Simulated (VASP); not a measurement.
Write the native input for VASP 6.6.1 that does the following.

```yaml
Task: single point
Functional: PBE
Potentials_or_basis: VASP PAW PBE potentials, release 64 (Sr_sv, Cd, Si, S)
Cutoff: 520 eV
k_mesh: 2 × 4 × 4
Occupations: gaussian, width 0.1 eV
Spin: no spin polarisation
Dipole_correction: no
Further_INCAR_settings: ALGO = Normal; EDIFF = 1e-07; NBANDS = 63
```

The structure of SrCdSiS4 lies in POSCAR:

```
SrCdSiS4
1.0
   10.2821000000      0.0000000000      0.0000000000
    0.0000000000      5.0775500000      3.1849500000
    0.0000000000     -5.0775500000      3.1849500000
Sr Cd Si S
2 2 2 8
Direct
    0.0000000000      0.0000000000      0.0000000000
    0.5000000000      0.0000000000      0.0000000000
    0.7500000000      0.2738600000      0.6121400000
    0.2500000000      0.6121400000      0.2738600000
    0.7500000000      0.7057000000      0.2701000000
    0.2500000000      0.2701000000      0.7057000000
    0.4166000000      0.4641000000      0.9133000000
    0.5834000000      0.9133000000      0.4641000000
    0.0834000000      0.4641000000      0.9133000000
    0.9166000000      0.9133000000      0.4641000000
    0.7500000000      0.7091000000      0.9147000000
    0.2500000000      0.9147000000      0.7091000000
    0.7500000000      0.3282000000      0.1958000000
    0.2500000000      0.1958000000      0.3282000000
```

These files were run (other wordings do the same):

INCAR

```
SYSTEM = SrCdSiS4
PREC = Accurate
ENCUT = 520
EDIFF = 1E-7
ISMEAR = 0
SIGMA = 0.1
LREAL = .FALSE.
LASPH = .TRUE.
NELM = 60
ALGO = Normal
ISIF = 2
LWAVE = .FALSE.
LCHARG = .FALSE.
GGA = PE
NBANDS = 63
```

KPOINTS

```
regular mesh
0
G
  2 4 4
  0 0 0
```

Potentials or basis: VASP PAW PBE potentials, release 64 (Sr_sv, Cd, Si, S).

Launch:

```sh
$ cat potpaw_PBE.64/Sr_sv/POTCAR potpaw_PBE.64/Cd/POTCAR potpaw_PBE.64/Si/POTCAR potpaw_PBE.64/S/POTCAR > POTCAR
$ mpirun -np 1 vasp_std > vasp.out
```

Results of the run:

The pressure is 2.1 GPa and the largest force is 0.310 eV/Å. The band gap on the k mesh is 2.81 eV (least direct gap 2.93 eV).

It took 6.5 min on 1 thread of Intel(R) Xeon(R) Platinum 8259CL CPU @ 2.50GHz (Skylake/Cascade Lake), on a shared host, peak memory 0.61 GiB.
